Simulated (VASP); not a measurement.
Write the native input for VASP 6.6.1 that does the following.

```yaml
Task: single point
Functional: LDA
Potentials_or_basis: VASP PAW LDA potentials, release 64 (V_sv, Re)
Cutoff: 520 eV
k_mesh: 7 × 7 × 7
Occupations: fermi-dirac, width 0.1 eV
Spin: collinear spin, ferromagnetic start
Starting_moments: "[1.0, 1.0, 1.0, 0.0] μB"
Dipole_correction: no
Further_INCAR_settings: ALGO = Normal; EDIFF = 1e-06; NBANDS = 35
```

The structure of V3Re lies in POSCAR:

```
V3Re
1.0
    0.0000000000      3.0983361203      3.0983361203
    3.0983361203      0.0000000000      3.0983361203
    3.0983361203      3.0983361203      0.0000000000
V Re
3 1
Direct
    0.7500000000      0.7500000000      0.7500000000
    0.2500000000      0.2500000000      0.2500000000
    0.0000000000      0.0000000000      0.0000000000
    0.5000000000      0.5000000000      0.5000000000
```

These files were run (other wordings do the same):

INCAR

```
PREC     = Accurate       # precision mode
ENCUT    = 520            # plane-wave cutoff, eV
EDIFF    = 1E-6           # SCF threshold, eV
ISMEAR   = -1             # smearing method
SIGMA    = 0.1            # smearing width, eV
LREAL    = F              # projectors in reciprocal space
LASPH    = T              # aspherical terms in the spheres
NELM     = 150            # most SCF steps
ALGO     = Normal         # electronic algorithm
ISIF     = 2              # what is computed and relaxed
LWAVE    = F              # write WAVECAR
LCHARG   = F              # write CHGCAR
ISPIN    = 2              # spin polarisation
MAGMOM   = 1 1 1 0        # initial moments
LORBIT   = 11             # projections on sites
LMAXMIX  = 4              # l up to which the mixer works
GGA      = CA             # functional
NBANDS   = 35             # bands
```

KPOINTS

```
regular mesh
0
Gamma
  7 7 7
```

Potentials or basis: VASP PAW LDA potentials, release 64 (V_sv, Re).

Launch:

```sh
$ cat potpaw_LDA.64/V_sv/POTCAR potpaw_LDA.64/Re/POTCAR > POTCAR
$ mpirun -np 1 vasp_std > vasp.out
```

It gave:

- Pressure: -28.2 GPa
- Band gap on the k mesh: zero (filled and empty bands overlap)
- Net moment: 0.00 μB per cell
- Valence electrons inside the program's atomic spheres: V 11.55, 11.52 (each value once); Re 5.92

Caveat: the cell stands under tension; spin-orbit coupling is left out, which moves the levels of the heavy elements.

Run time: 2.1 min on 1 thread of AMD EPYC 7R13 Processor (Zen 3) (shared host), peak memory 0.19 GiB.
